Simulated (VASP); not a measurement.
Write the native input for VASP 6.6.1 that does the following.

| Property | Result |
| --- | --- |
| Task | single point |
| Functional | LDA |
| Potentials or basis | VASP PAW LDA potentials, release 64 (Bi_d) |
| Cutoff | 520 eV |
| k mesh | 8 × 8 × 8 |
| Occupations | gaussian, width 0.1 eV |
| Spin | no spin polarisation |
| Dipole correction | no |
| Further INCAR settings | ALGO = Fast; EDIFF = 1e-06; NBANDS = 14 |

The structure of Bi lies in POSCAR:

```
Bi
1.0
   -1.8672142373      1.8672142373      1.8672142373
    1.8672142373     -1.8672142373      1.8672142373
    1.8672142373      1.8672142373     -1.8672142373
Bi
1
Direct
    0.0000000000      0.0000000000      0.0000000000
```

One way to write it, as run:

INCAR

```
  ALGO = Fast
  EDIFF = 1E-6
  ENCUT = 520
  ISIF = 2
  ISMEAR = 0
  LASPH = True
  LCHARG = False
  LREAL = False
  LWAVE = False
  NBANDS = 14
  NELM = 80
  PREC = Accurate
  SIGMA = 0.1
```

KPOINTS

```
k-points
0
Gamma
  8 8 8
```

Potentials or basis: VASP PAW LDA potentials, release 64 (Bi_d).

Run with:

```sh
$ cat potpaw_LDA.64/Bi_d/POTCAR > POTCAR
$ mpirun -np 1 vasp_std > vasp.out
```

Results of the run:

The pressure is 10.2 GPa.

It took 4.7 s on 1 thread of Intel(R) Xeon(R) Platinum 8559C (Emerald Rapids), on a shared host, peak memory 0.12 GiB.
